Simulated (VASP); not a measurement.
# Zn3Ag (P-6m2) in VASP: a series of runs

The runs below take Zn3Ag through single point, with LDA.

Program: VASP 6.6.1. These are calculated values, not measurements. Logs are shortened: lines on timing, memory, paths and dates and some standing lists are left out, and cuts for length are marked.

## 1. The cell of the first run

The structure is hexagonal, space group P-6m2 (No. 187). The conventional cell has a = 2.884 Å, b = 2.884 Å, c = 8.671 Å, α = 90.00°, β = 90.00°, γ = 120.00°. Within 3.5 Å of Zn (site symmetry -6m2) lie 12 Zn at 2.69 to 2.88 Å. Zn (site symmetry 3m) has 9 Zn at 2.69 to 2.88 Å and 3 Ag at 2.78 Å within 3.5 Å. Within 3.7 Å of Ag (site symmetry -6m2) lie 6 Zn at 2.78 Å and 6 Ag at 2.88 Å.

## 2. Single point, LDA

Contents of INCAR:

```
SYSTEM = Zn3Ag
ALGO = Normal
EDIFF = 1E-7
ENCUT = 520
ISIF = 2
ISMEAR = -1
LASPH = .True.
LCHARG = .True.
LELF = .True.
LREAL = .False.
LVHAR = .True.
LWAVE = .False.
NBANDS = 32
NELM = 60
PREC = Accurate
SIGMA = 0.1
```

Contents of KPOINTS:

```
k-points
0
Gamma
  9 9 3
  0 0 0
```

Contents of POSCAR:

```
Zn3Ag
1.0
    2.8844749543      0.0000000000      0.0000000000
   -1.4422324113      2.4980255629      0.0000000000
    0.0000000000      0.0000000000      8.6710335732
Zn Ag
3 1
Direct
    0.6666666667      0.3333333333      0.5000000000
    0.3333333333      0.6666666667      0.2568000000
    0.3333333333      0.6666666667      0.7432000000
    0.6666666667      0.3333333333      0.0000000000
```

Potentials or basis: VASP PAW LDA potentials, release 64 (Zn, Ag).

The run is started by

```console
$ cat potpaw_LDA.64/Zn/POTCAR potpaw_LDA.64/Ag/POTCAR > POTCAR
$ mpirun -np 1 vasp_std > vasp.out
```

OUTCAR:

```text
SYSTEM = Zn3Ag
   EDIFF = 1E-7
   ENCUT = 520
   ISIF = 2
   ISMEAR = -1
   LASPH = .True.
   LREAL = .False.
   NELM = 60
   PREC = Accurate

 ion  position               nearest neighbor table
   1  0.667  0.333  0.500-   2 2.69   3 2.69   2 2.69   3 2.69   2 2.69   3 2.69
   2  0.333  0.667  0.257-   1 2.69   1 2.69   1 2.69   4 2.78   4 2.78   4 2.78
   3  0.333  0.667  0.743-   1 2.69   1 2.69   1 2.69   4 2.78   4 2.78   4 2.78
   4  0.667  0.333  0.000-   2 2.78   3 2.78   2 2.78   3 2.78   2 2.78   3 2.78

  LATTYP: Found a hexagonal cell.
 ALAT       =     2.8844749543
 C/A-ratio  =     3.0061046501

  Lattice vectors:

 A1 = (   2.8844749543,   0.0000000000,   0.0000000000)
 A2 = (  -1.4422324113,   2.4980255629,   0.0000000000)
 A3 = (   0.0000000000,   0.0000000000,   8.6710335732)

Analysis of symmetry for initial positions (statically):
=====================================================================
 Subroutine PRICEL returns:
 Original cell was already a primitive cell.

 Routine SETGRP: Setting up the symmetry group for a
 hexagonal supercell.

 Subroutine GETGRP returns: Found 12 space group operations
 (whereof 12 operations were pure point group operations)
 out of a pool of 24 trial point group operations.

The static configuration has the point symmetry D_3h.

Analysis of symmetry for dynamics (positions and initial velocities):
=====================================================================
 Subroutine PRICEL returns:
 Original cell was already a primitive cell.

 Routine SETGRP: Setting up the symmetry group for a
 hexagonal supercell.

 Subroutine GETGRP returns: Found 12 space group operations
 (whereof 12 operations were pure point group operations)
 out of a pool of 24 trial point group operations.

The dynamic configuration has the point symmetry D_3h.

 Subroutine INISYM returns: Found 12 space group operations
 (whereof 12 operations are pure point group operations),
 and found     1 'primitive' translations

----------------------------------------------------------------------------------------

                                     Primitive cell

  volume of cell :      62.4791

  direct lattice vectors                    reciprocal lattice vectors
     2.884474954  0.000000000  0.000000000     0.346683544  0.200157377  0.000000000
    -1.442232411  2.498025563  0.000000000     0.000000000  0.400316160  0.000000000
     0.000000000  0.000000000  8.671033573     0.000000000  0.000000000  0.115326505

  length of vectors
     2.884474954  2.884469802  8.671033573     0.400315445  0.400316160  0.115326505

[... 84 lines left out ...]
   LREAL  =      F    real-space projection
   EDIFFG = 0.1E-05   stopping-criterion for IOM
   NSW    =      0    number of steps for IOM
   IBRION =     -1    ionic relax: 0-MD 1-quasi-New 2-CG
   NFREE  =      0    steps in history (QN), initial steepest desc. (CG)
   ISIF   =      2    stress and relaxation
   ISYM   =      2    0-nonsym 1-usesym 2-fastsym
   POTIM  = 0.5000    time-step for ionic-motion
   TEBEG  =    0.0;   TEEND  =   0.0 temperature during run
   PSTRESS=    0.0 pullay stress
   NELECT =      47.0000    total number of electrons
   NUPDOWN=      -1.0000    fix difference up-down
   EMIN   =  10.00;   EMAX   =-10.00  energy-range for DOS
   EFERMI =   0.00;   METHOD = LEGACY
   ISMEAR =    -1;   SIGMA  =   0.10  broadening in eV -4-tet -1-fermi 0-gaus
   EFERMI_NEDOS =   21; number of points for ismear=-14 and -15
   IALGO  =     38    algorithm
   IMIX   =      4    mixing-type and parameters
     AMIX     =   0.40;   BMIX     =  1.00
     AMIX_MAG =   1.60;   BMIX_MAG =  1.00
  volume/ion in A,a.u.               =      15.62       105.41
  Fermi-wavevector in a.u.,A,eV,Ry     =   1.488890  2.813594 30.161305  2.216793
  Thomas-Fermi vector in A             =   2.601868
   LORBIT       =      0    0 simple, 1 ext, 2 COOP (PROOUT), +10 PAW based schemes
   GGA     = CA    functional components
   LHFCALC =     F    Hartree Fock is set to
   AEXX    =    0.0000 exact exchange contribution
   IVDW    =     0    specifies the selected vdW correction
   LEPSILON=     F    determine dielectric tensor
   LRPA    =     F    only Hartree local field effects (RPA)
 non-spin polarized calculation
  energy-cutoff  :      520.00
  volume of cell :       62.48
 maximum number of plane-waves:      1713
 NGX is ok and might be reduce to    24
   NGX = 11   NGY = 11   NGZ = 33

 number of electron      47.0000041 magnetization

 Free energy of the ion-electron system (eV)
  ---------------------------------------------------
  ext. energy  EPLUGINS =         0.00000000
  ---------------------------------------------------
  free energy    TOTEN  =        -9.42396440 eV

  energy without entropy =       -9.39953295  energy(sigma->0) =       -9.41174868

 E-fermi :   4.3433     XC(G=0): -12.1001

 val. band max:        4.2726335994   @ k =   0.1111   0.1111   0.0000
 cond. band min:       4.3745203518   @ k =   0.3333   0.2222   0.0000
 fundamental gap:      0.1018867524
 Fermi energy:         4.3432622792

 k-point     1 :       0.0000    0.0000    0.0000
  band No.  band energies     occupation
      1      -5.5862      2.00000
      2      -3.9743      2.00000
      3      -3.9151      2.00000
      4      -3.3424      2.00000
      5      -3.2968      2.00000
      6      -3.2968      2.00000
[... 829 lines left out ...]
     31      10.0035      0.00000
     32      10.7234      0.00000

------------------------ aborting loop because EDIFF is reached ----------------------------------------

  FORCE on cell =-STRESS in cart. coord.  units (eV):
  Direction    XX          YY          ZZ          XY          YZ          ZX
  --------------------------------------------------------------------------------------
  -------------------------------------------------------------------------------------
  Total       -3.2954694     -3.2954614     -3.4890340     -0.0000067     -0.0000000     -0.0000000
  in kB      -84.5071281    -84.5069235    -89.4707884     -0.0001714     -0.0000000     -0.0000000
  external PRESSURE =     -86.1616133 kB  Pullay stress =       0.0000000 kB

 VOLUME and BASIS-vectors are now :
 -----------------------------------------------------------------------------
  energy-cutoff  :      520.00
  volume of cell :       62.48
      direct lattice vectors                 reciprocal lattice vectors
     2.884474954  0.000000000  0.000000000     0.346683544  0.200157377  0.000000000
    -1.442232411  2.498025563  0.000000000     0.000000000  0.400316160  0.000000000
     0.000000000  0.000000000  8.671033573     0.000000000  0.000000000  0.115326505

 POSITION                                       TOTAL-FORCE (eV/Angst)
 -----------------------------------------------------------------------------------
      1.44224      0.83268      4.33552         0.000000      0.000000      0.000000
      0.00000      1.66535      2.22672        -0.000000     -0.000000     -0.056353
      0.00000      1.66535      6.44431        -0.000000     -0.000000      0.056353
      1.44224      0.83268      0.00000         0.000000      0.000000      0.000000
 -----------------------------------------------------------------------------------
    total drift:                               -0.000014     -0.000008      0.000000

  FREE ENERGIE OF THE ION-ELECTRON SYSTEM (eV)
  ---------------------------------------------------
  free  energy   TOTEN  =        -9.4239644043 eV

  energy  without entropy=       -9.3995329478  energy(sigma->0) =       -9.41174868
```

OSZICAR:

```text
N       E                     dE             d eps       ncg     rms          rms(c)
DAV:   1     0.328928050888E+03    0.32893E+03   -0.22525E+04  1536   0.216E+03
DAV:   2     0.118350174856E+02   -0.31709E+03   -0.29631E+03  1544   0.421E+02
DAV:   3    -0.988850669577E+01   -0.21724E+02   -0.21498E+02  1752   0.119E+02
DAV:   4    -0.101668669265E+02   -0.27836E+00   -0.27830E+00  1696   0.139E+01
DAV:   5    -0.101692421875E+02   -0.23753E-02   -0.23751E-02  1824   0.109E+00    0.748E+00
DAV:   6    -0.948513288725E+01    0.68411E+00   -0.26128E+00  1776   0.214E+01    0.531E+00
DAV:   7    -0.944262838653E+01    0.42505E-01   -0.10831E-01  1816   0.418E+00    0.280E+00
DAV:   8    -0.942472462921E+01    0.17904E-01   -0.26820E-02  1768   0.262E+00    0.330E-01
DAV:   9    -0.942402128020E+01    0.70335E-03   -0.35479E-03  1864   0.218E+00    0.912E-02
DAV:  10    -0.942395874537E+01    0.62535E-04   -0.73562E-04  1944   0.533E-01    0.391E-02
DAV:  11    -0.942396443172E+01   -0.56864E-05   -0.14817E-04  1744   0.120E-01    0.145E-02
DAV:  12    -0.942396460366E+01   -0.17194E-06   -0.61026E-06  1696   0.237E-02    0.492E-03
DAV:  13    -0.942396440685E+01    0.19680E-06   -0.84685E-07  1936   0.328E-02    0.161E-03
DAV:  14    -0.942396440431E+01    0.25411E-08   -0.23749E-07  1128   0.110E-02
   1 F= -.94239644E+01 E0= -.94117487E+01  d E =-.244315E-01
```

Wall time 35 s (1 thread of Intel Xeon Platinum 8259CL at 2.50GHz (Skylake/Cascade Lake), shared host); peak memory 0.18 GiB.

Results:

```yaml
Free_energy: -9.4240 eV
Pressure: -8.6 GPa
Largest_force: 0.056 eV/Å
```

Forces on the atoms (eV/Å):
```
Zn   0.000  0.000  0.000
Zn   0.000  0.000 -0.056
Zn   0.000  0.000  0.056
Ag   0.000  0.000  0.000
```

## 3. Single point, LDA

This run uses another cell than the first one, of 15.92 Å³/atom, 1.019 times its volume.

Contents of INCAR:

```
SYSTEM = Zn3Ag
PREC     = Accurate       ! precision mode
ENCUT    = 520            ! plane-wave cutoff, eV
EDIFF    = 1E-6           ! SCF threshold, eV
ISMEAR   = -1             ! smearing method
SIGMA    = 0.1            ! smearing width, eV
LREAL    = .False.        ! projectors in reciprocal space
LASPH    = .True.         ! aspherical terms in the spheres
NELM     = 60             ! most SCF steps
ALGO     = Normal         ! electronic algorithm
ISIF     = 2              ! what is computed and relaxed
LWAVE    = .False.        ! write WAVECAR
LCHARG   = .True.         ! write CHGCAR
GGA      = CA             ! functional
LELF     = .True.         ! ELF
LVHAR    = .True.       
NBANDS   = 32             ! bands
```

Contents of KPOINTS:

```
regular mesh
0
Gamma
  9 9 3
  0 0 0
```

Contents of POSCAR:

```
Zn3Ag
1.0
    2.9028479016      0.0000000000      0.0000000000
   -1.4514188527      2.5139369827      0.0000000000
    0.0000000000      0.0000000000      8.7262645755
Zn Ag
3 1
Direct
    0.6666666667      0.3333333333      0.5000000000
    0.3333333333      0.6666666667      0.2568000000
    0.3333333333      0.6666666667      0.7432000000
    0.6666666667      0.3333333333      0.0000000000
```

Potentials or basis: VASP PAW LDA potentials, release 64 (Zn, Ag).

The run is started by

```console
$ cat potpaw_LDA.64/Zn/POTCAR potpaw_LDA.64/Ag/POTCAR > POTCAR
$ mpirun -np 1 vasp_std > vasp.out
```

It took 33 s on 1 thread of Intel Xeon Platinum 8259CL at 2.50GHz (Skylake/Cascade Lake), shared host; peak memory 0.19 GiB.

Results (log left out):

| Quantity | Value |
| --- | --- |
| Free energy | -9.3550 eV |
| Pressure | -9.9 GPa |
| Largest force | 0.071 eV/Å |

Forces on the atoms (eV/Å):
```
Zn   0.000  0.000  0.000
Zn   0.000  0.000 -0.071
Zn   0.000  0.000  0.071
Ag   0.000  0.000  0.000
```

Stress tensor (GPa, compression positive):
```
 -9.65   0.00   0.00
  0.00  -9.65   0.00
  0.00   0.00 -10.38
```

Levels at points of the mesh, in eV from the Fermi level:
```tsv
k point	band 22	band 23	band 24	band 25	band 26	band 27
(0.00, 0.00, 0.00)	-4.04	-4.04	-1.62	1.02	9.75	10.41
```
